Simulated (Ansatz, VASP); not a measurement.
# Two plane-wave programs on In

POSCAR

```
In
1.0
    3.3793777732      0.0000000000      0.0000000000
   -1.6896888866      2.9266270006      0.0000000000
    0.0000000000      0.0000000000      5.5816399564
In
2
Direct
    0.6666666667      0.3333333333      0.7500000000
    0.3333333333      0.6666666667      0.2500000000
```

The input INCAR.step1:

```
ALGO = Normal
EDIFF = 1E-4
ENCUT = 520
GGA = PE
ISMEAR = -1
LASPH = T
LCHARG = F
LREAL = F
LWAVE = T
NBANDS = 20
NELM = 100
PREC = Accurate
SIGMA = 0.05
```

The input INCAR.step2:

```
ALGO = Normal
EDIFF = 1E-6
ENCUT = 520
ISIF = 2
ISMEAR = -1
ISTART = 1
LASPH = T
LCHARG = F
LMIXTAU = T
LREAL = F
LWAVE = F
METAGGA = R2SCAN
NBANDS = 20
NELM = 100
PREC = Accurate
SIGMA = 0.05
```

Contents of KPOINTS:

```
k-points
0
Gamma
  9 9 5
```

Contents of input.yaml:

```yaml
crystal:
  lattice:
    - [3.3793777732, 0.0, 0.0]
    - [-1.6896888866, 2.9266270006, 0.0]
    - [0.0, 0.0, 5.5816399564]
  atoms:
    - { symbol: In, position: [0.6666666667, 0.3333333333, 0.75] }
    - { symbol: In, position: [0.3333333333, 0.6666666667, 0.25] }
hamiltonian:
  xc: r2scan
  pseudopotentials: { kind: paw }
kpoints:
  mp_grid: { grid: [9, 9, 5] }
scf:
  occupations: { method: fermi_dirac, width: 0.05 }
output:
  forces: true
  stress: true
  eigenvalues: true
```

Alike in both runs: task single point; functional r2SCAN; k mesh 9 × 9 × 5; occupations fermi-dirac, width 0.05 eV; no spin polarisation.

```csv
,VASP,Ansatz
version,VASP 6.6.1,Ansatz 0.2.0
potentials or method,"VASP PAW PBE potentials, release 64 (In_d)",Ansatz PAW
plane-wave cutoff (eV),520,500
valence electrons in the cell,26,26
```

VASP gave:

| Property | Result |
| --- | --- |
| gap on the k mesh at the Fermi level (eV) | none |
| pressure (GPa) | -1.7 |
| traceless stress, the component that is largest in VASP (GPa) | -0.05 |

Question: Which values does Ansatz return?

Answer: gap on the k mesh at the Fermi level (eV): none; pressure (GPa): -1.6; traceless stress, the component that is largest in VASP (GPa): -0.06.

VASP's potentials were made for PBE, not for r2SCAN. A gap of «none» marks a metal or a gap that the smearing closes. With one functional, cell and mesh, what is left measures potentials, basis and numerics.
